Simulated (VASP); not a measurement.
A run of VASP 6.6.1:

Contents of INCAR:

```
PREC     = Accurate       # precision mode
ENCUT    = 520            # plane-wave cutoff, eV
EDIFF    = 1E-6           # SCF threshold, eV
ISMEAR   = 0              # smearing method
SIGMA    = 0.05           # smearing width, eV
LREAL    = False          # projectors in reciprocal space
LASPH    = True           # aspherical terms in the spheres
NELM     = 80             # most SCF steps
ALGO     = Normal         # electronic algorithm
ISIF     = 2              # what is computed and relaxed
LWAVE    = False          # write WAVECAR
LCHARG   = False          # write CHGCAR
GGA      = PS             # functional
NBANDS   = 18             # bands
```

The input KPOINTS:

```
regular mesh
0
Gamma
  8 8 8
```

File POSCAR:

```
HfO2
1.0
   -0.1309138544      2.4127491196      2.4127491196
    2.4127491196     -0.1309138544      2.4127491196
    2.4127491196      2.4127491196     -0.1309138544
Hf O
1 2
Direct
    0.0000000000      0.0000000000      0.0000000000
    0.2500000000      0.2500000000      0.2500000000
    0.7500000000      0.7500000000      0.7500000000
```

Potentials or basis: VASP PAW PBE potentials, release 64 (Hf_pv, O).

Run with:

```sh
$ cat potpaw_PBE.64/Hf_pv/POTCAR potpaw_PBE.64/O/POTCAR > POTCAR
$ mpirun -np 1 vasp_std > vasp.out
```

Hardware: 1 thread of Intel(R) Xeon(R) Platinum 8259CL CPU @ 2.50GHz (Skylake/Cascade Lake) (shared host).

Task: How long does it take, and how much memory?

Result: Wall time 48 s on 1 thread of Intel(R) Xeon(R) Platinum 8259CL CPU @ 2.50GHz (Skylake/Cascade Lake) (shared host), peak memory 0.17 GiB. Counts: scf iterations 13, k points 65.
